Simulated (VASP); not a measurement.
Input of a VASP 6.6.1 run:

File INCAR:

```
SYSTEM = Te2Mo
  ALGO = Normal
  EDIFF = 1E-6
  ENCUT = 520
  GGA = RE
  ISIF = 2
  ISMEAR = -1
  IVDW = 13
  LASPH = .TRUE.
  LCHARG = .FALSE.
  LREAL = .FALSE.
  LWAVE = .FALSE.
  NBANDS = 49
  NELM = 80
  PREC = Accurate
  SIGMA = 0.05
```

Contents of KPOINTS:

```
k-points
0
G
  9 9 1
  0 0 0
```

POSCAR

```
Te2Mo
1.0
    3.4890768596      0.0000000000      0.0000000000
   -1.7445384298      3.0216291961      0.0000000000
    0.0000000000      0.0000000000     30.1776071159
Te Mo
6 3
Direct
    0.0000000000      0.0000000000      0.0602607309
    0.3333333333      0.6666666667      0.2846623059
    0.3333333333      0.6666666667      0.8359483874
    0.3333333333      0.6666666667      0.1640516126
    0.3333333333      0.6666666667      0.7153376941
    0.0000000000      0.0000000000      0.9397392691
    0.3333333333      0.6666666667      0.0000000000
    0.0000000000      0.0000000000      0.2243800267
    0.0000000000      0.0000000000      0.7756199733
```

Potentials or basis: VASP PAW PBE potentials, release 64 (Te, Mo_sv).

Run with:

```bash
$ cat potpaw_PBE.64/Te/POTCAR potpaw_PBE.64/Mo_sv/POTCAR > POTCAR
$ mpirun -np 1 vasp_std > vasp.out
```

Q: Estimate the dispersion energy per atom.

A: -0.862 eV.

Q: What does it give for the largest force?

A: 0.007 eV/Å.

Q: What does it give for the band gap on the k mesh?

A: 0.73 eV, indirect (least direct gap 1.13 eV).

Forces in eV/Å, atoms in the order of the input:
```
Te   0.000  0.000  0.003
Te   0.000  0.000  0.007
Te   0.000  0.000 -0.005
Te   0.000  0.000  0.005
Te   0.000  0.000 -0.007
Te   0.000  0.000 -0.003
Mo   0.000  0.000  0.000
Mo   0.000  0.000  0.003
Mo   0.000  0.000 -0.003
```

Caveat: the PAW data sets were made with another functional, which shifts forces and pressure a little; spin-orbit coupling is left out, which moves the levels of the heavy elements.
